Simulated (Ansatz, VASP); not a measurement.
Two plane-wave programs on HRh6

```
CELL_PARAMETERS angstrom
5.41634 0.00000 0.00000
0.00000 5.41634 0.00000
0.00000 0.00000 21.67374
ATOMIC_POSITIONS crystal
Rh 0.25000 0.25000 0.18456
Rh 0.25000 0.75000 0.18456
Rh 0.75000 0.25000 0.18456
Rh 0.75000 0.75000 0.18456
Rh 0.00000 0.00000 0.26938
Rh 0.00000 0.50000 0.26938
Rh 0.50000 0.00000 0.26938
Rh 0.50000 0.50000 0.26938
Rh 0.25000 0.25000 0.35406
Rh 0.25000 0.75000 0.35406
Rh 0.75000 0.25000 0.35406
Rh 0.75000 0.75000 0.35406
H 0.43077 0.50000 0.37482
H 0.56923 0.50000 0.37482
```

Alike in both runs: task single point; functional PBE; k mesh 5 × 5 × 1; occupations gaussian, width 0.1 eV; no spin polarisation.

|  | VASP | Ansatz |
| --- | --- | --- |
| version | VASP 6.6.1 | Ansatz 0.2.0 |
| potentials or method | VASP PAW PBE potentials, release 64 (Rh_pv, H), cutoff 520 eV | scalar-relativistic, plane waves, PAW |
| valence electrons in the cell | 182 | 206 |

```csv
,VASP,Ansatz,Ansatz less VASP
gap on the k mesh at the Fermi level (eV),none,none,-
rms of the force components (eV/Å),1.183,1.182,-0.0016
```

Atom by atom the forces differ by 0.007 eV/Å (rms over components). A gap of «none» marks a metal or a gap that the smearing closes. VASP's potentials hold 182 valence electrons a cell and Ansatz's 206, so a difference there can come from the potentials and not from the codes.
